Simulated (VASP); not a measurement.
Runs of VASP 6.6.1 on SnSe. The structure is that of space group Fm-3m (No. 225), or close to it. The cells are those of the table. 

```tsv
level	cell	k mesh	cutoff (eV)	grid for exact exchange (PRECFOCK)	share of exact exchange	screening parameter	gap on the mesh (eV)	pressure (GPa)
PBE	a = 4.415 Å, angles 60.0°, 2 atoms	8 × 8 × 8	500	-	-	-	0.15	(b)
PBE	a = 4.161 Å, angles 60.0°, 2 atoms	8 × 8 × 8	500	-	-	-	0.77	5.1
PBE	a = 4.373 Å, angles 60.0°, 2 atoms	8 × 8 × 8	500	-	-	-	0.25	-2.7
HSE06	a = 4.161 Å, angles 60.0°, 2 atoms	6 × 6 × 6	400	Normal	0.25	0.2079 1/Å	0.77	3.3
PBE	a = 4.076 Å, angles 60.0°, 2 atoms	8 × 8 × 8	500	-	-	-	0.69	10.0
PBE	a = 4.203 Å, angles 60.0°, 2 atoms	8 × 8 × 8	500	-	-	-	0.72	3.1
PBE	a = 4.331 Å, angles 60.0°, 2 atoms	8 × 8 × 8	500	-	-	-	0.37	(d)
HSE06	a = 4.331 Å, angles 60.0°, 2 atoms	6 × 6 × 6	400	Normal	0.25	0.2079 1/Å	0.13	(a)
PBE	a = 4.118 Å, angles 60.0°, 2 atoms	8 × 8 × 8	500	-	-	-	(c)	7.4
PBE	a = 4.288 Å, angles 60.0°, 2 atoms	8 × 8 × 8	500	-	-	-	0.49	-0.2
```

Alike in all rows: task single point; potentials or basis VASP PAW PBE potentials, release 64 (Sn_d, Se); no spin polarisation; smearing fermi-dirac 0.02 eV.

**Question.** Estimate the missing entries.

**Answer.** (a) -3.0; (b) -3.7; (c) 0.74; (d) -1.5.

Caveats: spin-orbit coupling is left out, which moves the levels of the heavy elements; the cell stands under pressure (at least some runs); the cell stands under tension (at least some runs); the PAW data sets were made with another functional, which shifts forces and pressure a little (at least some runs).

A k mesh can miss the band edges, and the runs leave out spin-orbit coupling on Se, Sn.
